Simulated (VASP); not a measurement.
Wanted: the native input for a VASP 6.6.1 run.

| Property | Result |
| --- | --- |
| Task | single point |
| Functional | LDA |
| Potentials or basis | VASP PAW LDA potentials, release 64 (Cd, Se) |
| Cutoff | 500 eV |
| k mesh | 11 × 11 × 11 |
| Occupations | fermi-dirac, width 0.05 eV |
| Spin | no spin polarisation |
| Dipole correction | no |
| Further INCAR settings | ALGO = Normal; EDIFF = 1e-06; NBANDS = 16 |

The structure of CdSe (zincblende type) lies in POSCAR:

```
CdSe
1.0
    0.0000000000      2.7890170827      2.7890170827
    2.7890170827      0.0000000000      2.7890170827
    2.7890170827      2.7890170827      0.0000000000
Cd Se
1 1
Direct
    0.0000000000      0.0000000000      0.0000000000
    0.2500000000      0.2500000000      0.2500000000
```

This cell differs from its parent crystal: volume scaled by 0.8.

The input as run:

INCAR

```
PREC = Accurate
ENCUT = 500
EDIFF = 1E-6
ISMEAR = -1
SIGMA = 0.05
LREAL = F
LASPH = T
NELM = 120
ALGO = Normal
ISIF = 2
LWAVE = F
LCHARG = F
NBANDS = 16
GGA_COMPAT = F
```

KPOINTS

```
regular mesh
0
Gamma
  11 11 11
```

Potentials or basis: VASP PAW LDA potentials, release 64 (Cd, Se).

Launch:

```sh
$ cat potpaw_LDA.64/Cd/POTCAR potpaw_LDA.64/Se/POTCAR > POTCAR
$ mpirun -np 1 vasp_std > vasp.out
```

Results of the run:

* Pressure: 23.0 GPa
* Band gap on the k mesh: 0.87 eV, direct

Run time: 21 s on 1 thread of AMD EPYC 9R45 96-Core Processor (Zen 5) (shared host), peak memory 0.14 GiB.
